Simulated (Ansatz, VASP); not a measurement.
## Eu in VASP and in Ansatz

File INCAR:

```
SYSTEM = Eu
  ALGO = Normal
  EDIFF = 1E-7
  ENCUT = 520
  GGA = CA
  ISIF = 2
  ISMEAR = -1
  ISPIN = 2
  LASPH = .TRUE.
  LCHARG = .FALSE.
  LMAXMIX = 6
  LORBIT = 11
  LREAL = .FALSE.
  LWAVE = .FALSE.
  MAGMOM = 6.925
  NBANDS = 18
  NELM = 150
  PREC = Accurate
  SIGMA = 0.1
```

File KPOINTS:

```
k-points
0
G
  11 11 11
  0 0 0
```

The input POSCAR:

```
Eu
1.0
   -2.0544259245      2.0544259245      2.0544259245
    2.0544259245     -2.0544259245      2.0544259245
    2.0544259245      2.0544259245     -2.0544259245
Eu
1
Direct
    0.0000000000      0.0000000000      0.0000000000
```

Input for Ansatz:

```yaml
crystal:
  lattice:
    - [-2.0544259245, 2.0544259245, 2.0544259245]
    - [2.0544259245, -2.0544259245, 2.0544259245]
    - [2.0544259245, 2.0544259245, -2.0544259245]
  atoms:
    - { symbol: Eu, position: [0.0, 0.0, 0.0], spin: 6.925 }
hamiltonian:
  xc: lda
  pseudopotentials:
    kind: paw
    azcp:
      Eu: "pseudopotentials/Eu.paw.azcp"
basis:
  ecutwfc: 420
  fft_grid_basis: typed
kpoints:
  mp_grid: { grid: [11, 11, 11], shift: [0, 0, 0] }
magnetization:
  spin_polarized: true
scf:
  occupations: { method: fermi_dirac, width: 0.1 }
  lower_state_search: "off"
output:
  stress: true
```

Alike in both runs: task single point; functional LDA; k mesh 11 × 11 × 11; occupations fermi-dirac, width 0.1 eV; collinear spin.

```csv
,VASP,Ansatz
version,VASP 6.6.1,Ansatz 0.2.0
potentials or method,"VASP PAW PBE potentials, release 64 (Eu), cutoff 520 eV","plane waves (420 eV) with PAW, scalar-relativistic"
valence electrons in the cell,17,17
```

VASP gave:

* pressure (GPa): -0.3
* net moment per atom (μB): 7.11
* size of the moment on the site where the two differ most (μB): 6.63

**Question.** Which values does Ansatz return?

**Answer.** Pressure (GPa): 0.0; net moment per atom (μB): 7.16; size of the moment on the site where the two differ most (μB): 6.92.

VASP's potentials were made for PBE, not for LDA, and Ansatz warns of the same on its side. LDA's correlation is that of Perdew and Zunger in VASP and of Perdew and Wang (1992) in Ansatz. Site moments also hang on the region over which each program counts them.

Neither program's run includes spin-orbit coupling.
